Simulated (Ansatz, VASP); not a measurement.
## One calculation of InSb, two programs

File INCAR:

```
PREC = Accurate
ENCUT = 520
EDIFF = 1E-7
ISMEAR = 0
SIGMA = 0.15
LREAL = F
LASPH = T
NELM = 60
ALGO = Normal
ISIF = 2
LWAVE = F
LCHARG = F
GGA = PE
NBANDS = 16
```

KPOINTS

```
Automatic mesh
0
Gamma
  16 16 16
```

Contents of POSCAR:

```
InSb
1.0
    0.0000000000      3.4501219908      3.5828189905
    3.4501219908      0.0000000000      3.5828189905
    3.4501219908      3.4501219908      0.0000000000
In Sb
1 1
Direct
    0.0000000000      0.0000000000      0.0000000000
    0.7500000000      0.7500000000      0.7500000000
```

Input for Ansatz:

```yaml
crystal:
  lattice:
    - [0.0, 3.4501219908, 3.5828189905]
    - [3.4501219908, 0.0, 3.5828189905]
    - [3.4501219908, 3.4501219908, 0.0]
  atoms:
    - { symbol: In, position: [0.0, 0.0, 0.0] }
    - { symbol: Sb, position: [0.75, 0.75, 0.75] }
basis:
  ecutwfc: 420
kpoints:
  mp_grid: { grid: [16, 16, 16] }
hamiltonian:
  xc: pbe
scf:
  occupations: { method: gaussian, width: 0.15 }
output:
  forces: true
  stress: true
  eigenvalues: true
```

Change from the starting cell: strain +0.040 along x and y, +0.080 along z, atoms carried along.

Alike in both runs: task single point; functional PBE; k mesh 16 × 16 × 16; occupations gaussian, width 0.15 eV; no spin polarisation.

|  | VASP | Ansatz |
| --- | --- | --- |
| version | VASP 6.6.1 | Ansatz 0.2.0 |
| potentials or method | VASP PAW PBE potentials, release 64 (In_d, Sb), cutoff 520 eV | scalar-relativistic, plane waves, PAW |
| valence electrons in the cell | 18 | 28 |

```tsv
	VASP	Ansatz	Ansatz less VASP
gap on the k mesh at the Fermi level (eV)	none	none	-
pressure (GPa)	-3.9	-3.9	+0.02
traceless stress, the component that is largest in VASP (GPa)	-0.65	-0.65	+0.001
```

A gap of «none» marks a metal or a gap that the smearing closes. With one functional, cell and mesh, what is left measures potentials, basis and numerics. VASP's potentials hold 18 valence electrons a cell and Ansatz's 28, so a difference there can come from the potentials and not from the codes.

Spin-orbit coupling is off throughout.
